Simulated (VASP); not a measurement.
# Ca (Pm-3m) in VASP: further runs

Ca is run at these levels: PBE; tasks: single point.

All numbers are computed with VASP 6.6.1; they aren't measurements. Logs are shortened: lines on timing, memory, paths and dates and some standing lists are left out, and cuts for length are marked.

**1. The cell of the first run**

Symmetry: Pm-3m, No. 221, cubic system. Conventional cell: a = 3.401 Å, b = 3.401 Å, c = 3.401 Å, α = 90.00°, β = 90.00°, γ = 90.00°. Ca (site symmetry m-3m) has 6 Ca at 3.40 Å within 4.5 Å.

**2. Single point, PBE (volume scaled by 0.9)**

Input file INCAR:

```
SYSTEM = Ca
PREC = Accurate
ENCUT = 520
EDIFF = 1E-6
ISMEAR = -1
SIGMA = 0.1
LREAL = .False.
LASPH = .True.
NELM = 100
ALGO = Normal
ISIF = 2
LWAVE = .False.
LCHARG = .False.
GGA = PE
NBANDS = 11
```

Input file KPOINTS:

```
Automatic mesh
0
Gamma
  12 12 12
  0 0 0
```

Input file POSCAR:

```
Ca
1.0
    3.4006074478      0.0000000000      0.0000000000
    0.0000000000      3.4006074478      0.0000000000
    0.0000000000      0.0000000000      3.4006074478
Ca
1
Direct
    0.0000000000      0.0000000000      0.0000000000
```

Potentials or basis: VASP PAW PBE potentials, release 64 (Ca_sv).

Launch:

```sh
cat potpaw_PBE.64/Ca_sv/POTCAR > POTCAR
mpirun -np 1 vasp_std > vasp.out
```

OUTCAR:

```text
SYSTEM = Ca
   PREC = Accurate
   ENCUT = 520
   EDIFF = 1E-6
   ISMEAR = -1
   LREAL = .False.
   LASPH = .True.
   NELM = 100
   ISIF = 2
   GGA = PE

 ion  position               nearest neighbor table
   1  0.000  0.000  0.000-

  LATTYP: Found a simple cubic cell.
 ALAT       =     3.4006074478

  Lattice vectors:

 A1 = (   3.4006074478,   0.0000000000,   0.0000000000)
 A2 = (   0.0000000000,   3.4006074478,   0.0000000000)
 A3 = (   0.0000000000,   0.0000000000,   3.4006074478)

Analysis of symmetry for initial positions (statically):
=====================================================================
 Subroutine PRICEL returns:
 Original cell was already a primitive cell.

 Routine SETGRP: Setting up the symmetry group for a
 simple cubic supercell.

 Subroutine GETGRP returns: Found 48 space group operations
 (whereof 48 operations were pure point group operations)
 out of a pool of 48 trial point group operations.

The static configuration has the point symmetry O_h .

Analysis of symmetry for dynamics (positions and initial velocities):
=====================================================================
 Subroutine PRICEL returns:
 Original cell was already a primitive cell.

 Routine SETGRP: Setting up the symmetry group for a
 simple cubic supercell.

 Subroutine GETGRP returns: Found 48 space group operations
 (whereof 48 operations were pure point group operations)
 out of a pool of 48 trial point group operations.

The dynamic configuration has the point symmetry O_h .

 Subroutine INISYM returns: Found 48 space group operations
 (whereof 48 operations are pure point group operations),
 and found     1 'primitive' translations

----------------------------------------------------------------------------------------

                                     Primitive cell

  volume of cell :      39.3251

  direct lattice vectors                    reciprocal lattice vectors
     3.400607448  0.000000000  0.000000000     0.294065109  0.000000000  0.000000000
     0.000000000  3.400607448  0.000000000     0.000000000  0.294065109  0.000000000
     0.000000000  0.000000000  3.400607448     0.000000000  0.000000000  0.294065109

  length of vectors
     3.400607448  3.400607448  3.400607448     0.294065109  0.294065109  0.294065109

  position of ions in fractional coordinates (direct lattice)
     0.000000000  0.000000000  0.000000000

  ion indices of the primitive-cell ions
   primitive index   ion index
                 1           1

----------------------------------------------------------------------------------------

 KPOINTS: Automatic mesh

Automatic generation of k-mesh.
 Grid dimensions read from file:
 generate k-points for:   12   12   12

 Generating k-lattice:

  Cartesian coordinates                     Fractional coordinates (reciprocal lattice)
     0.024505426  0.000000000  0.000000000     0.083333333  0.000000000  0.000000000
     0.000000000  0.024505426  0.000000000     0.000000000  0.083333333  0.000000000
     0.000000000  0.000000000  0.024505426     0.000000000  0.000000000  0.083333333

  Length of vectors
     0.024505426  0.024505426  0.024505426

  Shift w.r.t. Gamma in fractional coordinates (k-lattice)
     0.000000000  0.000000000  0.000000000

 Subroutine IBZKPT returns following result:
 ===========================================

 Found     84 irreducible k-points:

 Following reciprocal coordinates:
            Coordinates               Weight
  0.000000  0.000000  0.000000      1.000000
  0.083333  0.000000  0.000000      6.000000
  0.166667  0.000000  0.000000      6.000000
  0.250000  0.000000  0.000000      6.000000
  0.333333  0.000000  0.000000      6.000000
  0.416667  0.000000  0.000000      6.000000
[... 16 lines left out ...]
  0.333333  0.333333  0.000000     12.000000
  0.416667  0.333333  0.000000     24.000000
 [... further k-points ...]
   k-points           NKPTS =     84   k-points in BZ     NKDIM =     84   number of bands    NBANDS=     11
   number of dos      NEDOS =    301   number of ions     NIONS =      1
   total plane-waves  NPLWV =  21952
   dimension x,y,z NGX =    28 NGY =   28 NGZ =   28
   dimension x,y,z NGXF=    56 NGYF=   56 NGZF=   56
   ions per type =               1
   NGX,Y,Z   is equivalent  to a cutoff of  13.69, 13.69, 13.69 a.u.
   NGXF,Y,Z  is equivalent  to a cutoff of  27.38, 27.38, 27.38 a.u.
 SYSTEM =  Ca
   PREC   = accura    normal or accurate (medium, high low for compatibility)
   ISTART =      0    job   : 0-new  1-cont  2-samecut
   ICHARG =      2    charge: 1-file 2-atom 10-const
   ISPIN  =      1    spin polarized calculation?
   LNONCOLLINEAR =      F non collinear calculations
   LSORBIT =      F    spin-orbit coupling
   LASPH  =      T    aspherical Exc in radial PAW
   ENCUT  =  520.0 eV  38.22 Ry    6.18 a.u.   6.32  6.32  6.32*2*pi/ulx,y,z
   NELM   =    100;   NELMIN=  2; NELMDL= -5     # of ELM steps
   EDIFF  = 0.1E-05   stopping-criterion for ELM
   LREAL  =      F    real-space projection
   EDIFFG = 0.1E-04   stopping-criterion for IOM
   NSW    =      0    number of steps for IOM
   IBRION =     -1    ionic relax: 0-MD 1-quasi-New 2-CG
   NFREE  =      0    steps in history (QN), initial steepest desc. (CG)
   ISIF   =      2    stress and relaxation
   ISYM   =      2    0-nonsym 1-usesym 2-fastsym
   POTIM  = 0.5000    time-step for ionic-motion
   TEBEG  =    0.0;   TEEND  =   0.0 temperature during run
   PSTRESS=    0.0 pullay stress
   NELECT =      10.0000    total number of electrons
   NUPDOWN=      -1.0000    fix difference up-down
   EMIN   =  10.00;   EMAX   =-10.00  energy-range for DOS
   EFERMI =   0.00;   METHOD = LEGACY
   ISMEAR =    -1;   SIGMA  =   0.10  broadening in eV -4-tet -1-fermi 0-gaus
   EFERMI_NEDOS =   21; number of points for ismear=-14 and -15
   IALGO  =     38    algorithm
   IMIX   =      4    mixing-type and parameters
     AMIX     =   0.40;   BMIX     =  1.00
     AMIX_MAG =   1.60;   BMIX_MAG =  1.00
  volume/ion in A,a.u.               =      39.33       265.38
  Fermi-wavevector in a.u.,A,eV,Ry     =   1.037174  1.959975 14.636197  1.075730
  Thomas-Fermi vector in A             =   2.171599
   LORBIT       =      0    0 simple, 1 ext, 2 COOP (PROOUT), +10 PAW based schemes
   GGA     = PE    functional components
   LHFCALC =     F    Hartree Fock is set to
   AEXX    =    0.0000 exact exchange contribution
   IVDW    =     0    specifies the selected vdW correction
   LEPSILON=     F    determine dielectric tensor
   LRPA    =     F    only Hartree local field effects (RPA)
 non-spin polarized calculation
  energy-cutoff  :      520.00
  volume of cell :       39.33
 maximum number of plane-waves:      1080
 NGX is ok and might be reduce to    28
   NGX = 13   NGY = 13   NGZ = 13

 number of electron      10.0000002 magnetization

 Free energy of the ion-electron system (eV)
  ---------------------------------------------------
  ext. energy  EPLUGINS =         0.00000000
  ---------------------------------------------------
  free energy    TOTEN  =        -1.53496395 eV

  energy without entropy =       -1.50695934  energy(sigma->0) =       -1.52096165

 E-fermi :   2.1610     XC(G=0):  -7.9325

 val. band max:        2.1260492688   @ k =   0.4167   0.3333   0.3333
 cond. band min:       2.2170043643   @ k =   0.4167   0.0000   0.0000
 fundamental gap:      0.0909550955
 Fermi energy:         2.1609555021

 k-point     1 :       0.0000    0.0000    0.0000
  band No.  band energies     occupation
      1     -39.8858      2.00000
      2     -20.7485      2.00000
      3     -20.7485      2.00000
      4     -20.7485      2.00000
      5      -1.8259      2.00000
      6       2.9713      0.00060
      7       2.9713      0.00060
      8       6.5594      0.00000
      9       6.5594      0.00000
     10       6.5594      0.00000
     11      11.3926      0.00000

 k-point     2 :       0.0833    0.0000    0.0000
  band No.  band energies     occupation
      1     -39.8840      2.00000
      2     -20.7682      2.00000
      3     -20.7469      2.00000
      4     -20.7469      2.00000
      5      -1.7195      2.00000
      6       3.0043      0.00043
      7       3.0112      0.00041
      8       6.4347      0.00000
      9       6.4347      0.00000
     10       6.5677      0.00000
     11      10.7041      0.00000

 k-point     3 :       0.1667    0.0000    0.0000
  band No.  band energies     occupation
      1     -39.8791      2.00000
      2     -20.8218      2.00000
      3     -20.7423      2.00000
      4     -20.7423      2.00000
      5      -1.4083      2.00000
      6       3.0894      0.00019
      7       3.0970      0.00017
      8       6.1302      0.00000
      9       6.1302      0.00000
     10       6.5903      0.00000
     11       9.5226      0.00000

 k-point     4 :       0.2500    0.0000    0.0000
  band No.  band energies     occupation
      1     -39.8723      2.00000
      2     -20.8939      2.00000
      3     -20.7361      2.00000
      4     -20.7361      2.00000
      5      -0.9148      2.00000
      6       3.0752      0.00021
      7       3.2301      0.00005
      8       5.7745      0.00000
      9       5.7745      0.00000
     10       6.6214      0.00000
     11       8.5462      0.00000

 k-point     5 :       0.3333    0.0000    0.0000
  band No.  band energies     occupation
      1     -39.8655      2.00000
      2     -20.9651      2.00000
      3     -20.7299      2.00000
      4     -20.7299      2.00000
      5      -0.2730      2.00000
      6       2.7948      0.00353
      7       3.3717      0.00001
      8       5.4658      0.00000
      9       5.4658      0.00000
     10       6.6529      0.00000
     11       8.0134      0.00000
[... 211 lines left out ...]
 k-point    21 :       0.4167    0.2500    0.0000
  band No.  band energies     occupation
      1     -39.8474      2.00000
      2     -20.9978      2.00000
      3     -20.8640      2.00000
      4     -20.7134      2.00000
      5       1.1394      1.99993
      6       2.4902      0.07168
      7       3.9806      0.00000
      8       4.8659      0.00000
      9       5.4159      0.00000
     10       6.0296      0.00000
     11       7.9554      0.00000

 k-point    22 :       0.5000    0.2500    0.0000
  band No.  band energies     occupation
      1     -39.8456      2.00000
      2     -21.0160      2.00000
      3     -20.8618      2.00000
      4     -20.7118      2.00000
      5       1.6919      1.98180
      6       1.9749      1.73066
      7       4.0343      0.00000
      8       4.9069      0.00000
      9       5.3505      0.00000
     10       6.0442      0.00000
     11       7.8016      0.00000

 k-point    23 :       0.3333    0.3333    0.0000
  band No.  band energies     occupation
      1     -39.8456      2.00000
      2     -20.9416      2.00000
      3     -20.9355      2.00000
      4     -20.7119      2.00000
      5       0.9708      1.99999
      6       2.9081      0.00114
      7       4.1418      0.00000
      8       4.6731      0.00000
      9       5.6250      0.00000
     10       5.7614      0.00000
     11       8.2459      0.00000

 k-point    24 :       0.4167    0.3333    0.0000
  band No.  band energies     occupation
      1     -39.8408      2.00000
      2     -20.9883      2.00000
      3     -20.9319      2.00000
      4     -20.7075      2.00000
      5       1.4301      1.99866
      6       2.6945      0.00959
      7       4.3117      0.00000
      8       4.7626      0.00000
      9       5.4961      0.00000
     10       5.7561      0.00000
     11       7.8449      0.00000

 [... further k-points ...]

------------------------ aborting loop because EDIFF is reached ----------------------------------------

  FORCE on cell =-STRESS in cart. coord.  units (eV):
  Direction    XX          YY          ZZ          XY          YZ          ZX
  --------------------------------------------------------------------------------------
  -------------------------------------------------------------------------------------
  Total        0.3312728      0.3312728      0.3312728      0.0000000     -0.0000000      0.0000000
  in kB       13.4966769     13.4966769     13.4966769      0.0000000     -0.0000000      0.0000000
  external PRESSURE =      13.4966769 kB  Pullay stress =       0.0000000 kB

 VOLUME and BASIS-vectors are now :
 -----------------------------------------------------------------------------
  energy-cutoff  :      520.00
  volume of cell :       39.33
      direct lattice vectors                 reciprocal lattice vectors
     3.400607448  0.000000000  0.000000000     0.294065109  0.000000000  0.000000000
     0.000000000  3.400607448  0.000000000     0.000000000  0.294065109  0.000000000
     0.000000000  0.000000000  3.400607448     0.000000000  0.000000000  0.294065109

 POSITION                                       TOTAL-FORCE (eV/Angst)
 -----------------------------------------------------------------------------------
      0.00000      0.00000      0.00000         0.000000      0.000000      0.000000
 -----------------------------------------------------------------------------------
    total drift:                               -0.000000     -0.000000     -0.000000

  FREE ENERGIE OF THE ION-ELECTRON SYSTEM (eV)
  ---------------------------------------------------
  free  energy   TOTEN  =        -1.5349639542 eV

  energy  without entropy=       -1.5069593367  energy(sigma->0) =       -1.52096165
```

Wall time 12 s (1 thread of Intel Xeon 6975P-C (Granite Rapids), shared host); peak memory 0.17 GiB.

Results:

* Free energy: -1.5350 eV
* Pressure: 1.3 GPa
* Band gap on the k mesh: zero (band 5 reaches 2.79 eV, above the bottom of band 6 at 1.70 eV)

Caveat: the cell differs from its parent crystal (volume scaled by 0.9).

**3. Single point, PBE**

This run uses another cell than the first one, of 43.69 Å³/atom, 1.111 times its volume.

Input file INCAR:

```
SYSTEM = Ca
PREC     = Accurate       ! precision mode
ENCUT    = 520            ! plane-wave cutoff, eV
EDIFF    = 1E-7           ! SCF threshold, eV
ISMEAR   = -1             ! smearing method
SIGMA    = 0.1            ! smearing width, eV
LREAL    = .FALSE.        ! projectors in reciprocal space
LASPH    = .TRUE.         ! aspherical terms in the spheres
NELM     = 60             ! most SCF steps
ALGO     = Normal         ! electronic algorithm
ISIF     = 2              ! what is computed and relaxed
LWAVE    = .FALSE.        ! write WAVECAR
LCHARG   = .TRUE.         ! write CHGCAR
GGA      = PE             ! functional
LELF     = .TRUE.         ! ELF
LVHAR    = .TRUE.       
NBANDS   = 11             ! bands
```

Input file KPOINTS:

```
Automatic mesh
0
G
  12 12 12
  0 0 0
```

Input file POSCAR:

```
Ca
1.0
    3.5221593339      0.0000000000      0.0000000000
    0.0000000000      3.5221593339      0.0000000000
    0.0000000000      0.0000000000      3.5221593339
Ca
1
Direct
    0.0000000000      0.0000000000      0.0000000000
```

Potentials or basis: VASP PAW PBE potentials, release 64 (Ca_sv).

Launch:

```sh
cat potpaw_PBE.64/Ca_sv/POTCAR > POTCAR
mpirun -np 1 vasp_std > vasp.out
```

OUTCAR:

```text
SYSTEM = Ca
   PREC = Accurate
   ENCUT = 520
   EDIFF = 1E-7
   ISMEAR = -1
   LREAL = .FALSE.
   LASPH = .TRUE.
   NELM = 60
   ISIF = 2
   GGA = PE

 ion  position               nearest neighbor table
   1  0.000  0.000  0.000-

  LATTYP: Found a simple cubic cell.
 ALAT       =     3.5221593339

  Lattice vectors:

 A1 = (   3.5221593339,   0.0000000000,   0.0000000000)
 A2 = (   0.0000000000,   3.5221593339,   0.0000000000)
 A3 = (   0.0000000000,   0.0000000000,   3.5221593339)

[... 514 lines left out ...]
     10       5.0779      0.00000
     11       6.9183      0.00000

 [... further k-points ...]

------------------------ aborting loop because EDIFF is reached ----------------------------------------

  FORCE on cell =-STRESS in cart. coord.  units (eV):
  Direction    XX          YY          ZZ          XY          YZ          ZX
  --------------------------------------------------------------------------------------
  -------------------------------------------------------------------------------------
  Total        0.0059462      0.0059462      0.0059462      0.0000000      0.0000000     -0.0000000
  in kB        0.2180337      0.2180337      0.2180337      0.0000000      0.0000000     -0.0000000
  external PRESSURE =       0.2180337 kB  Pullay stress =       0.0000000 kB

 VOLUME and BASIS-vectors are now :
 -----------------------------------------------------------------------------
  energy-cutoff  :      520.00
  volume of cell :       43.69
      direct lattice vectors                 reciprocal lattice vectors
     3.522159334  0.000000000  0.000000000     0.283916741  0.000000000  0.000000000
     0.000000000  3.522159334  0.000000000     0.000000000  0.283916741  0.000000000
     0.000000000  0.000000000  3.522159334     0.000000000  0.000000000  0.283916741

 POSITION                                       TOTAL-FORCE (eV/Angst)
 -----------------------------------------------------------------------------------
      0.00000      0.00000      0.00000         0.000000      0.000000      0.000000
 -----------------------------------------------------------------------------------
    total drift:                               -0.000000     -0.000000     -0.000000

  FREE ENERGIE OF THE ION-ELECTRON SYSTEM (eV)
  ---------------------------------------------------
  free  energy   TOTEN  =        -1.5532729009 eV

  energy  without entropy=       -1.5189131544  energy(sigma->0) =       -1.53609303
```

OSZICAR:

```text
N       E                     dE             d eps       ncg     rms          rms(c)
DAV:   1     0.692356592433E+02    0.69236E+02   -0.50073E+03  1848   0.819E+02
DAV:   2     0.232357186559E-01   -0.69212E+02   -0.68562E+02  2052   0.213E+02
DAV:   3    -0.150104743228E+01   -0.15243E+01   -0.15052E+01  2701   0.309E+01
DAV:   4    -0.156301075765E+01   -0.61963E-01   -0.61763E-01  2389   0.488E+00
DAV:   5    -0.156400548202E+01   -0.99472E-03   -0.99456E-03  2644   0.564E-01    0.226E+00
DAV:   6    -0.155599942319E+01    0.80061E-02   -0.11588E-02  2190   0.118E+00    0.138E+00
DAV:   7    -0.155367863102E+01    0.23208E-02   -0.17314E-02  2070   0.156E+00    0.121E-01
DAV:   8    -0.155324563980E+01    0.43299E-03   -0.23397E-03  2014   0.422E-01    0.350E-02
DAV:   9    -0.155327388243E+01   -0.28243E-04   -0.16900E-04  2659   0.108E-01    0.629E-03
DAV:  10    -0.155327358156E+01    0.30087E-06   -0.48278E-06  2083   0.148E-02    0.137E-03
DAV:  11    -0.155327318050E+01    0.40106E-06   -0.69743E-07  2734   0.427E-03    0.251E-03
DAV:  12    -0.155327294425E+01    0.23625E-06   -0.62227E-08  1198   0.286E-03    0.524E-04
DAV:  13    -0.155327290094E+01    0.43305E-07   -0.14043E-08  1017   0.119E-03
   1 F= -.15532729E+01 E0= -.15360930E+01  d E =-.343597E-01
```

Wall time 16 s (1 thread of Intel Xeon 6975P-C (Granite Rapids), shared host); peak memory 0.17 GiB.

What came out:

```yaml
Free_energy: -1.5533 eV
Pressure: 0.0 GPa
Band_gap_on_the_k_mesh: zero (band 5 reaches 2.43 eV, above the bottom of band 6 at 1.23 eV)
```
